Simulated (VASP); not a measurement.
# BN (P6_3mc) in VASP: a series of runs

BN is run at these levels: PBE; tasks: single point.

Everything below comes from runs of VASP 6.6.1. Logs are shortened: lines on timing, memory, paths and dates and some standing lists are left out, and cuts for length are marked.

### Step 1. The cell of the first run

Symmetry: P6_3mc, No. 186, hexagonal system. The conventional cell has a = 2.536 Å, b = 2.536 Å, c = 4.199 Å, α = 90.00°, β = 90.00°, γ = 120.00°. B (site symmetry 3m) has 4 N at 1.56 to 1.57 Å within 2.1 Å. Within 2.1 Å of N (site symmetry 3m) lie 4 B at 1.56 to 1.57 Å.

### Step 2. Single point, PBE

Input file INCAR:

```
SYSTEM = BN
PREC = Accurate
ENCUT = 600
EDIFF = 1E-6
ISMEAR = 0
SIGMA = 0.01
LREAL = .False.
LASPH = .True.
NELM = 120
ALGO = Normal
ISIF = 2
LWAVE = .False.
LCHARG = .False.
GGA = PE
NBANDS = 16
GGA_COMPAT = .False.
```

Input file KPOINTS:

```
Automatic mesh
0
Gamma
  3 3 2
  0 0 0
```

Input file POSCAR:

```
BN
1.0
    2.5360000000      0.0000000000      0.0000000000
   -1.2680000000      2.1962404240      0.0000000000
    0.0000000000      0.0000000000      4.1990000000
B N
2 2
Direct
    0.6666666667      0.3333333333      0.0000000000
    0.3333333333      0.6666666667      0.5000000000
    0.6666666667      0.3333333333      0.3750000000
    0.3333333333      0.6666666667      0.8750000000
```

Potentials or basis: VASP PAW PBE potentials, release 64 (B, N).

Started as:

```console
$ cat potpaw_PBE.64/B/POTCAR potpaw_PBE.64/N/POTCAR > POTCAR
$ mpirun -np 1 vasp_std > vasp.out
```

OUTCAR:

```text
SYSTEM = BN
   PREC = Accurate
   ENCUT = 600
   EDIFF = 1E-6
   ISMEAR = 0
   LREAL = .False.
   LASPH = .True.
   NELM = 120
   ISIF = 2
   GGA = PE

 ion  position               nearest neighbor table
   1  0.667  0.333  0.000-   4 1.56   4 1.56   4 1.56   3 1.57
   2  0.333  0.667  0.500-   3 1.56   3 1.56   3 1.56   4 1.57
   3  0.667  0.333  0.375-   2 1.56   2 1.56   2 1.56   1 1.57
   4  0.333  0.667  0.875-   1 1.56   1 1.56   1 1.56   2 1.57

  LATTYP: Found a hexagonal cell.
 ALAT       =     2.5360000000
 C/A-ratio  =     1.6557570978

  Lattice vectors:

 A1 = (   2.5360000000,   0.0000000000,   0.0000000000)
 A2 = (  -1.2680000000,   2.1962404240,   0.0000000000)
 A3 = (   0.0000000000,   0.0000000000,   4.1990000000)

Analysis of symmetry for initial positions (statically):
=====================================================================
 Subroutine PRICEL returns:
 Original cell was already a primitive cell.

 Routine SETGRP: Setting up the symmetry group for a
 hexagonal supercell.

 Subroutine GETGRP returns: Found 12 space group operations
 (whereof  6 operations were pure point group operations)
 out of a pool of 24 trial point group operations.

The static configuration has the point symmetry C_3v.
 The point group associated with its full space group is C_6v.

Analysis of symmetry for dynamics (positions and initial velocities):
=====================================================================
 Subroutine PRICEL returns:
 Original cell was already a primitive cell.

 Routine SETGRP: Setting up the symmetry group for a
 hexagonal supercell.

 Subroutine GETGRP returns: Found 12 space group operations
 (whereof  6 operations were pure point group operations)
 out of a pool of 24 trial point group operations.

The dynamic configuration has the point symmetry C_3v.
 The point group associated with its full space group is C_6v.

 Subroutine INISYM returns: Found 12 space group operations
 (whereof  6 operations are pure point group operations),
 and found     1 'primitive' translations

----------------------------------------------------------------------------------------

                                     Primitive cell

  volume of cell :      23.3870

  direct lattice vectors                    reciprocal lattice vectors
     2.536000000  0.000000000  0.000000000     0.394321767  0.227661778  0.000000000
    -1.268000000  2.196240424  0.000000000     0.000000000  0.455323556  0.000000000
     0.000000000  0.000000000  4.199000000     0.000000000  0.000000000  0.238151941

  length of vectors
     2.536000000  2.536000000  4.199000000     0.455323556  0.455323556  0.238151941

  position of ions in fractional coordinates (direct lattice)
     0.666666667  0.333333333  0.000000000
     0.333333333  0.666666667  0.500000000
     0.666666667  0.333333333  0.375000000
     0.333333333  0.666666667  0.875000000

  ion indices of the primitive-cell ions
   primitive index   ion index
                 1           1
                 2           2
                 3           3
                 4           4

----------------------------------------------------------------------------------------

 KPOINTS: Automatic mesh

Automatic generation of k-mesh.
 Grid dimensions read from file:
 generate k-points for:    3    3    2

 Generating k-lattice:

  Cartesian coordinates                     Fractional coordinates (reciprocal lattice)
     0.131440589  0.075887259  0.000000000     0.333333333  0.000000000  0.000000000
     0.000000000  0.151774519  0.000000000     0.000000000  0.333333333  0.000000000
     0.000000000  0.000000000  0.119075970     0.000000000  0.000000000  0.500000000

  Length of vectors
     0.151774519  0.151774519  0.119075970

  Shift w.r.t. Gamma in fractional coordinates (k-lattice)
     0.000000000  0.000000000  0.000000000

 Subroutine IBZKPT returns following result:
 ===========================================

 Found      6 irreducible k-points:

 Following reciprocal coordinates:
            Coordinates               Weight
  0.000000  0.000000  0.000000      1.000000
  0.333333  0.000000  0.000000      6.000000
  0.333333  0.333333  0.000000      2.000000
  0.000000  0.000000  0.500000      1.000000
  0.333333  0.000000  0.500000      6.000000
  0.333333  0.333333  0.500000      2.000000
   k-points           NKPTS =      6   k-points in BZ     NKDIM =      6   number of bands    NBANDS=     16
   number of dos      NEDOS =    301   number of ions     NIONS =      4
   total plane-waves  NPLWV =  14400
   dimension x,y,z NGX =    20 NGY =   20 NGZ =   36
   dimension x,y,z NGXF=    40 NGYF=   40 NGZF=   72
   ions per type =               2   2
   NGX,Y,Z   is equivalent  to a cutoff of  13.11, 13.11, 14.25 a.u.
   NGXF,Y,Z  is equivalent  to a cutoff of  26.22, 26.22, 28.51 a.u.
 SYSTEM =  BN
   PREC   = accura    normal or accurate (medium, high low for compatibility)
   ISTART =      0    job   : 0-new  1-cont  2-samecut
   ICHARG =      2    charge: 1-file 2-atom 10-const
   ISPIN  =      1    spin polarized calculation?
   LNONCOLLINEAR =      F non collinear calculations
   LSORBIT =      F    spin-orbit coupling
   LASPH  =      T    aspherical Exc in radial PAW
   ENCUT  =  600.0 eV  44.10 Ry    6.64 a.u.   5.07  5.07  8.39*2*pi/ulx,y,z
   NELM   =    120;   NELMIN=  2; NELMDL= -5     # of ELM steps
   EDIFF  = 0.1E-05   stopping-criterion for ELM
   LREAL  =      F    real-space projection
   EDIFFG = 0.1E-04   stopping-criterion for IOM
   NSW    =      0    number of steps for IOM
   IBRION =     -1    ionic relax: 0-MD 1-quasi-New 2-CG
   NFREE  =      0    steps in history (QN), initial steepest desc. (CG)
   ISIF   =      2    stress and relaxation
   ISYM   =      2    0-nonsym 1-usesym 2-fastsym
   POTIM  = 0.5000    time-step for ionic-motion
   TEBEG  =    0.0;   TEEND  =   0.0 temperature during run
   PSTRESS=    0.0 pullay stress
   NELECT =      16.0000    total number of electrons
   NUPDOWN=      -1.0000    fix difference up-down
   EMIN   =  10.00;   EMAX   =-10.00  energy-range for DOS
   EFERMI =   0.00;   METHOD = LEGACY
   ISMEAR =     0;   SIGMA  =   0.01  broadening in eV -4-tet -1-fermi 0-gaus
   EFERMI_NEDOS =   21; number of points for ismear=-14 and -15
   IALGO  =     38    algorithm
   IMIX   =      4    mixing-type and parameters
     AMIX     =   0.40;   BMIX     =  1.00
     AMIX_MAG =   1.60;   BMIX_MAG =  1.00
  volume/ion in A,a.u.               =       5.85        39.46
  Fermi-wavevector in a.u.,A,eV,Ry     =   1.442524  2.725976 28.312044  2.080877
  Thomas-Fermi vector in A             =   2.561035
   LORBIT       =      0    0 simple, 1 ext, 2 COOP (PROOUT), +10 PAW based schemes
   GGA     = PE    functional components
   LHFCALC =     F    Hartree Fock is set to
   AEXX    =    0.0000 exact exchange contribution
   IVDW    =     0    specifies the selected vdW correction
   LEPSILON=     F    determine dielectric tensor
   LRPA    =     F    only Hartree local field effects (RPA)
 non-spin polarized calculation
 Gauss-broadening in eV      SIGMA  =   0.01
  energy-cutoff  :      600.00
  volume of cell :       23.39
 maximum number of plane-waves:       801
   NGX = 11   NGY = 11   NGZ = 17

 number of electron      16.0000003 magnetization

 Free energy of the ion-electron system (eV)
  ---------------------------------------------------
  ext. energy  EPLUGINS =         0.00000000
  ---------------------------------------------------
  free energy    TOTEN  =       -34.43887336 eV

  energy without entropy =      -34.43887336  energy(sigma->0) =      -34.43887336

 E-fermi :   7.8400     XC(G=0): -12.8449

 val. band max:        7.7498654719   @ k =   0.0000   0.0000   0.0000
 cond. band min:      12.8984605416   @ k =   0.3333   0.3333   0.0000
 fundamental gap:      5.1485950697
 Fermi energy:         7.8400303277

 k-point     1 :       0.0000    0.0000    0.0000
  band No.  band energies     occupation
      1     -12.7986      2.00000
      2      -8.5938      2.00000
      3      -3.2958      2.00000
      4       5.6029      2.00000
      5       5.6029      2.00000
      6       7.4986      2.00000
[... 8 lines left out ...]
     15      19.6920      0.00000
     16      24.0875      0.00000

 k-point     2 :       0.3333    0.0000    0.0000
  band No.  band energies     occupation
      1     -10.4752      2.00000
      2      -7.1643      2.00000
      3      -1.0406      2.00000
      4      -0.5431      2.00000
      5       2.1645      2.00000
      6       3.2515      2.00000
[... 8 lines left out ...]
     15      23.6755      0.00000
     16      24.2853      0.00000

 k-point     3 :       0.3333    0.3333    0.0000
  band No.  band energies     occupation
      1      -7.4175      2.00000
      2      -7.4175      2.00000
      3      -1.6163      2.00000
      4       0.4720      2.00000
      5       0.4720      2.00000
      6       2.2095      2.00000
[... 8 lines left out ...]
     15      23.0470      0.00000
     16      23.0470      0.00000

 k-point     4 :       0.0000    0.0000    0.5000
  band No.  band energies     occupation
      1     -11.3297      2.00000
      2     -11.3297      2.00000
      3       1.9766      2.00000
      4       1.9766      2.00000
      5       6.5598      2.00000
      6       6.5598      2.00000
[... 8 lines left out ...]
     15      21.1395      0.00000
     16      21.1395      0.00000

 k-point     5 :       0.3333    0.0000    0.5000
  band No.  band energies     occupation
      1      -9.1950      2.00000
      2      -9.1950      2.00000
      3      -0.2281      2.00000
      4      -0.2281      2.00000
      5       3.7230      2.00000
      6       3.7230      2.00000
[... 8 lines left out ...]
     15      23.6314      0.00000
     16      23.6314      0.00000

 k-point     6 :       0.3333    0.3333    0.5000
  band No.  band energies     occupation
      1      -7.2637      2.00000
      2      -7.2637      2.00000
      3      -1.1741      2.00000
      4      -1.1741      2.00000
      5      -0.1029      2.00000
      6      -0.1029      2.00000
[... 8 lines left out ...]
     15      24.5733      0.00000
     16      24.5733      0.00000

------------------------ aborting loop because EDIFF is reached ----------------------------------------

  FORCE on cell =-STRESS in cart. coord.  units (eV):
  Direction    XX          YY          ZZ          XY          YZ          ZX
  --------------------------------------------------------------------------------------
  -------------------------------------------------------------------------------------
  Total        1.7684801      1.7684801      0.7902392      0.0000000      0.0000000      0.0000000
  in kB      121.1534410    121.1534410     54.1369921      0.0000000      0.0000000      0.0000000
  external PRESSURE =      98.8146247 kB  Pullay stress =       0.0000000 kB

 VOLUME and BASIS-vectors are now :
 -----------------------------------------------------------------------------
  energy-cutoff  :      600.00
  volume of cell :       23.39
      direct lattice vectors                 reciprocal lattice vectors
     2.536000000  0.000000000  0.000000000     0.394321767  0.227661778  0.000000000
    -1.268000000  2.196240424  0.000000000     0.000000000  0.455323556  0.000000000
     0.000000000  0.000000000  4.199000000     0.000000000  0.000000000  0.238151941

 POSITION                                       TOTAL-FORCE (eV/Angst)
 -----------------------------------------------------------------------------------
      1.26800      0.73208      0.00000        -0.000000     -0.000000     -0.181779
     -0.00000      1.46416      2.09950        -0.000000      0.000000     -0.181779
      1.26800      0.73208      1.57462         0.000000      0.000000      0.181779
     -0.00000      1.46416      3.67413        -0.000000      0.000000      0.181779
 -----------------------------------------------------------------------------------
    total drift:                               -0.000000     -0.000000     -0.000492

  FREE ENERGIE OF THE ION-ELECTRON SYSTEM (eV)
  ---------------------------------------------------
  free  energy   TOTEN  =       -34.4388733550 eV

  energy  without entropy=      -34.4388733550  energy(sigma->0) =      -34.43887336
```

It took 5.3 s on 1 thread of Intel Xeon Platinum 8488C (Sapphire Rapids), shared host; peak memory 0.13 GiB.

What came out:

| Property | Result |
| --- | --- |
| Free energy | -34.4389 eV |
| Pressure | 9.9 GPa |
| Largest force | 0.182 eV/Å |
| Band gap on the k mesh | 5.15 eV (least direct gap 8.38 eV) |

Forces on the atoms (eV/Å):
```
B    0.000  0.000 -0.182
B    0.000  0.000 -0.182
N    0.000  0.000  0.182
N    0.000  0.000  0.182
```

Stress tensor (GPa, compression positive):
```
12.12  0.00  0.00
 0.00 12.12  0.00
 0.00  0.00  5.41
```

Levels at points of the mesh, in eV from the valence-band top:
| k point | band 6 | band 7 | band 8 | band 9 | band 10 | band 11 |
| --- | --- | --- | --- | --- | --- | --- |
| (0.00, 0.00, 0.00) | -0.25 | 0.00 | 0.00 | 8.38 | 8.38 | 8.57 |
| (0.00, 0.00, 0.50) | -1.19 | -1.19 | -1.19 | 9.57 | 9.57 | 9.95 |

Caveat: the k points lie up to 0.95 Å⁻¹ apart; an odd mesh through Γ misses points on the zone boundary, where band edges can lie.

[end of part 1 of 2]
